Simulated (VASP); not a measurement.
A run of VASP 6.6.1 is set up as follows.

Contents of INCAR:

```
  PREC = Accurate
  ENCUT = 520
  EDIFF = 1E-6
  ISMEAR = -1
  SIGMA = 0.03
  LREAL = False
  LASPH = True
  NELM = 100
  ALGO = Normal
  ISIF = 2
  LWAVE = False
  LCHARG = False
  GGA = PS
  NBANDS = 28
```

File KPOINTS:

```
regular mesh
0
Gamma
  8 8 8
```

File POSCAR:

```
SnSe
1.0
   -2.1008982107      2.1008982107      6.2791507218
    2.1008982107     -2.1008982107      6.2791507218
    2.1008982107      2.1008982107     -6.2791507218
Sn Se
2 2
Direct
    0.8616398453      0.8616398453      0.0000000000
    0.1383601547      0.1383601547      0.0000000000
    0.6447062403      0.6447062403      0.0000000000
    0.3552937597      0.3552937597      0.0000000000
```

Potentials or basis: VASP PAW PBE potentials, release 64 (Sn_d, Se).

The run is started by

```console
$ cat potpaw_PBE.64/Sn_d/POTCAR potpaw_PBE.64/Se/POTCAR > POTCAR
$ mpirun -np 1 vasp_std > vasp.out
```

Question: Predict the largest force.

Answer: 0.018 eV/Å.

Question: Predict the band gap on the k mesh.

Answer: Zero (bands 20 and 21 overlap by 0.33 eV).

Question: Estimate the pressure.

Answer: 0.0 GPa.

Forces on the atoms (eV/Å):
```
Sn   0.000  0.000  0.018
Sn   0.000  0.000 -0.018
Se   0.000  0.000 -0.010
Se   0.000  0.000  0.010
```

Caveat: semilocal functionals underestimate gaps, and a narrow one can read as zero; the PAW data sets were made with another functional, which shifts forces and pressure a little; spin-orbit coupling is left out, which moves the levels of the heavy elements.
